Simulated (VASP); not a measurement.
# Li4Ge2B (R3m) in VASP: a series of runs, part 2 of 2

VASP 6.6.1. The steps go on from the part before.

### Step 3. Electric field gradients, PBE

File INCAR:

```
ALGO = Normal
EDIFF = 1E-8
ENCUT = 520
GGA = PE
ISIF = 2
ISMEAR = -1
LASPH = True
LCHARG = False
LEFG = True
LREAL = False
LWAVE = False
NBANDS = 30
NELM = 100
PREC = Accurate
SIGMA = 0.05
```

File KPOINTS:

```
k-points
0
Gamma
  9 9 9
```

File POSCAR:

```
Li4Ge2B
1.0
    2.2301514921      1.2875785643      6.1065700000
   -2.2301514921      1.2875785643      6.1065700000
    0.0000000000     -2.5751571285      6.1065700000
Li Ge B
4 2 1
Direct
    0.1640000000      0.1640000000      0.1640000000
    0.2994000000      0.2994000000      0.2994000000
    0.0033000000      0.0033000000      0.0033000000
    0.4590000000      0.4590000000      0.4590000000
    0.5930500000      0.5930500000      0.5930500000
    0.7335500000      0.7335500000      0.7335500000
    0.8756000000      0.8756000000      0.8756000000
```

Potentials or basis: VASP PAW PBE potentials, release 64 (Li_sv, Ge_d, B).

On the command line:

```sh
$ cat potpaw_PBE.64/Li_sv/POTCAR potpaw_PBE.64/Ge_d/POTCAR potpaw_PBE.64/B/POTCAR > POTCAR
$ mpirun -np 1 vasp_std > vasp.out
```

OUTCAR:

```text
EDIFF = 1E-8
   ENCUT = 520
   GGA = PE
   ISIF = 2
   ISMEAR = -1
   LASPH = True
   LREAL = False
   NELM = 100
   PREC = Accurate

 ion  position               nearest neighbor table
   1  0.164  0.164  0.164-   2 2.48
   2  0.299  0.299  0.299-   1 2.48   5 2.68   5 2.68   5 2.68
   3  0.003  0.003  0.003-   7 2.34
   4  0.459  0.459  0.459-   5 2.46
   5  0.593  0.593  0.593-   4 2.46   6 2.57   2 2.68   2 2.68   2 2.68
   6  0.734  0.734  0.734-   5 2.57
   7  0.876  0.876  0.876-   3 2.34

  LATTYP: Found a trigonal (rhomboedric) cell.
 ALAT       =     6.6273396927
 COS(alpha) =     0.7735250027

  Lattice vectors:

 A1 = (   2.2301514921,   1.2875785643,   6.1065700000)
 A2 = (  -2.2301514921,   1.2875785643,   6.1065700000)
 A3 = (   0.0000000000,  -2.5751571285,   6.1065700000)

Analysis of symmetry for initial positions (statically):
=====================================================================
 Subroutine PRICEL returns:
 Original cell was already a primitive cell.

 Routine SETGRP: Setting up the symmetry group for a
 trigonal (rhombohedral) supercell.

 Subroutine GETGRP returns: Found  6 space group operations
 (whereof  6 operations were pure point group operations)
 out of a pool of 12 trial point group operations.

The static configuration has the point symmetry C_3v.

Analysis of symmetry for dynamics (positions and initial velocities):
=====================================================================
 Subroutine PRICEL returns:
 Original cell was already a primitive cell.

 Routine SETGRP: Setting up the symmetry group for a
 trigonal (rhombohedral) supercell.

[... 971 lines left out ...]
  external PRESSURE =     -30.7079553 kB  Pullay stress =       0.0000000 kB

 VOLUME and BASIS-vectors are now :
 -----------------------------------------------------------------------------
  energy-cutoff  :      520.00
  volume of cell :      105.21
      direct lattice vectors                 reciprocal lattice vectors
     2.230151492  1.287578564  6.106570000     0.224200016  0.129441940  0.054586017
    -2.230151492  1.287578564  6.106570000    -0.224200016  0.129441940  0.054586017
     0.000000000 -2.575157128  6.106570000     0.000000000 -0.258883879  0.054586017

 POSITION                                       TOTAL-FORCE (eV/Angst)
 -----------------------------------------------------------------------------------
      0.00000      0.00000      3.00443         0.000000     -0.000000     -0.364460
      0.00000      0.00000      5.48492         0.000000      0.000000      0.574985
      0.00000      0.00000      0.06046         0.000000      0.000000      0.410258
      0.00000      0.00000      8.40875         0.000000     -0.000000     -0.722575
      0.00000      0.00000     10.86450         0.000000     -0.000000     -0.195815
      0.00000      0.00000     13.43842         0.000000      0.000000      0.969431
      0.00000      0.00000     16.04074         0.000000     -0.000000     -0.671824
 -----------------------------------------------------------------------------------
    total drift:                                0.000000      0.000000     -0.000467

  FREE ENERGIE OF THE ION-ELECTRON SYSTEM (eV)
  ---------------------------------------------------
  free  energy   TOTEN  =       -22.4279265802 eV

  energy  without entropy=      -22.4051141148  energy(sigma->0) =      -22.41652035

 Electric field gradients (V/A^2)
---------------------------------------------------------------------
 ion       V_xx      V_yy      V_zz      V_xy      V_xz      V_yz
---------------------------------------------------------------------
   1      -0.240    -0.240     0.479    -0.000    -0.000    -0.000
   2      -0.050    -0.050     0.101     0.000    -0.000    -0.000
   3       0.484     0.484    -0.967     0.000     0.000    -0.000
   4       0.058     0.058    -0.116    -0.000    -0.000    -0.000
   5      22.797    22.797   -45.595    -0.000     0.000    -0.000
   6     -46.326   -46.326    92.652     0.000     0.000    -0.000
   7       2.191     2.191    -4.381    -0.000    -0.000    -0.000
---------------------------------------------------------------------

 Electric field gradients after diagonalization (V/A^2)
 (convention: |V_zz| > |V_xx| > |V_yy|)
----------------------------------------------------------------------
 ion       V_xx      V_yy      V_zz     asymmetry (V_yy - V_xx)/ V_zz
----------------------------------------------------------------------
   1      -0.240    -0.240     0.479       0.000
   2      -0.050    -0.050     0.101       0.000
   3       0.484     0.484    -0.967       0.000
   4       0.058     0.058    -0.116       0.000
   5      22.797    22.797   -45.595       0.000
   6     -46.326   -46.326    92.652       0.000
   7       2.191     2.191    -4.381       0.000
----------------------------------------------------------------------

           NMR quadrupolar parameters

 Cq : quadrupolar parameter    Cq=e*Q*V_zz/h
 eta: asymmetry parameters     (V_yy - V_xx)/ V_zz
 Q  : nuclear electric quadrupole moment in mb (millibarn)
----------------------------------------------------------------------
 ion       Cq(MHz)       eta       Q (mb)
----------------------------------------------------------------------
   1       0.001       0.000       1.000
   2       0.000       0.000       1.000
   3      -0.002       0.000       1.000
   4      -0.000       0.000       1.000
   5      -0.110       0.000       1.000
   6       0.224       0.000       1.000
   7      -0.011       0.000       1.000
----------------------------------------------------------------------
```

Run time: 4 min. Hardware: 1 thread of Intel Xeon 6975P-C (Granite Rapids), shared host; peak memory 0.49 GiB.

What came out:

* Free energy: -22.4279 eV
* Largest force: 0.969 eV/Å
* Band gap on the k mesh: zero (an odd number of electrons rules out a gap without spin polarisation)
* Largest electric field gradient by atom: Li +0.5, +0.1, -1.0, -0.1; Ge -45.6, +92.7; B -4.4 V/Å²

Forces in eV/Å, atoms in the order of the input:
```
Li   0.000  0.000 -0.364
Li   0.000  0.000  0.575
Li   0.000  0.000  0.410
Li   0.000  0.000 -0.723
Ge   0.000  0.000 -0.196
Ge   0.000  0.000  0.969
B    0.000  0.000 -0.672
```

Levels at points of the mesh, in eV from the Fermi level:
```tsv
k point	band 18	band 19	band 20	band 21	band 22	band 23	band 24	band 25	band 26	band 27
(0.00, 0.00, 0.00)	-1.28	-1.20	-1.20	-0.35	-0.35	1.59	1.70	1.70	3.19	3.19
```

Electric field gradients, principal values (V/Å²):
| atom | least | middle | greatest (by size) |
| --- | --- | --- | --- |
| 1 Li | -0.240 | -0.240 | 0.479 |
| 2 Li | -0.050 | -0.050 | 0.101 |
| 3 Li | 0.484 | 0.484 | -0.967 |
| 4 Li | 0.058 | 0.058 | -0.116 |
| 5 Ge | 22.797 | 22.797 | -45.595 |
| 6 Ge | -46.326 | -46.326 | 92.652 |
| 7 B | 2.191 | 2.191 | -4.381 |

Caveat: the cutoff is under 1.25 times the usual one of these potentials, so pressure, stress and relaxed cells hold a basis-set (Pulay) error; without QUAD_EFG the Cq values of the log hold for a quadrupole moment of 1 mb, not for the nuclei.
